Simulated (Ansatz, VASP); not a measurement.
## Two plane-wave programs on HfSi2

```xyz
6
Lattice="1.8411 -7.2975 0.0000 1.8411 7.2975 0.0000 0.0000 0.0000 3.6592" Properties=species:S:1:pos:R:3 pbc="T T T"
Hf    1.8411   -5.7580    0.9148
Hf    1.8411    5.7580    2.7444
Si    1.8411    3.6442    0.9148
Si    1.8411   -3.6442    2.7444
Si    1.8411    0.7916    2.7444
Si    1.8411   -0.7916    0.9148
```

Alike in both runs: functional PBE; k mesh 10 × 10 × 10; occupations gaussian, width 0.1 eV; no spin polarisation.

Ansatz relaxed the structure, and its values are those at the end. VASP's run is a single point on that final structure, the one shown.

```csv
,VASP,Ansatz
version,VASP 6.6.1,Ansatz 0.2.0
potentials or method,"VASP PAW PBE potentials, release 64 (Hf_pv, Si), cutoff 500 eV","scalar-relativistic, plane waves, PAW"
valence electrons in the cell,36,68
```

Ansatz gave:

- gap on the k mesh at the Fermi level (eV): none
- pressure (GPa): 0.0
- rms of the force components (eV/Å): 0.001

What did VASP give for the same quantities?

gap on the k mesh at the Fermi level (eV): none; pressure (GPa): 0.0; rms of the force components (eV/Å): 0.007.

A gap of «none» marks a metal or a gap that the smearing closes. VASP's potentials hold 36 valence electrons a cell and Ansatz's 68, so a difference there can come from the potentials and not from the codes.

Neither program's run includes spin-orbit coupling.
